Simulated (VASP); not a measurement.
Y3Ge: relaxation of cell and atoms with PBE

The system is Y3Ge.

```
CELL_PARAMETERS angstrom
4.71083 0.00000 0.00000
0.00000 4.71083 0.00000
0.00000 0.00000 4.71083
ATOMIC_POSITIONS crystal
Y 0.00000 0.50000 0.50000
Y 0.50000 0.00000 0.50000
Y 0.50000 0.50000 0.00000
Ge 0.00000 0.00000 0.00000
```

| Quantity | Value |
| --- | --- |
| Program | VASP 6.6.1 |
| Task | relaxation of cell and atoms |
| Functional | PBE |
| Potentials or basis | VASP PAW PBE potentials, release 64 (Y_sv, Ge_d) |
| Cutoff | 600 eV |
| k mesh | 10 × 10 × 10 |
| Occupations | gaussian, width 0.1 eV |
| Spin | no spin polarisation |
| Dipole correction | no |
| Further INCAR settings | ALGO = Fast; EDIFF = 1e-07; IBRION = 2; EDIFFG = -0.01; NSW = 100; ISIF = 3 |

The relaxed volume is 25.82 Å³/atom. The relaxed cell is a = 4.692 Å, b = 4.692 Å, c = 4.692 Å, α = 90.00°, β = 90.00°, γ = 90.00°. The space group after relaxing (to 0.05 Å) is Pm-3m (No. 221) and the energy gained by relaxing is 0.6 meV/atom. The ionic steps are 3 and the pressure after relaxing is 0.0 GPa.

Step by step:
```csv
step,energy change (eV),largest force (eV/Å),pressure (GPa),volume (Å³)
1,0.0000,0.0000,-0.59,104.54
2,-0.0023,0.0000,0.11,103.10
3,-0.0024,0.0000,0.01,103.30
```

Final structure:
```yaml
crystal:
  lattice:
    - [4.69209, 0.00000, 0.00000]
    - [0.00000, 4.69209, 0.00000]
    - [0.00000, 0.00000, 4.69209]
  atoms:
    - { symbol: Y, position: [0.00000, 0.50000, 0.50000] }
    - { symbol: Y, position: [0.50000, 0.00000, 0.50000] }
    - { symbol: Y, position: [0.50000, 0.50000, 0.00000] }
    - { symbol: Ge, position: [0.00000, 0.00000, 0.00000] }
```

Levels at points of the mesh, in eV from the Fermi level:
```tsv
k point	band 22	band 23	band 24	band 25	band 26	band 27
(0.00, 0.00, 0.00)	-0.75	-0.75	-0.75	-0.45	-0.45	-0.45
(0.50, 0.00, 0.00)	-1.69	-0.21	1.20	1.88	21.52	25.80
(0.50, 0.50, 0.00)	-0.91	0.19	0.19	0.30	2.96	14.99
(0.50, 0.50, 0.50)	-1.62	-1.62	-1.62	1.42	1.59	1.59
```

It took 49 min on 1 thread of Oxide Virtual Turin-like Processor, on a shared host, peak memory 0.37 GiB.
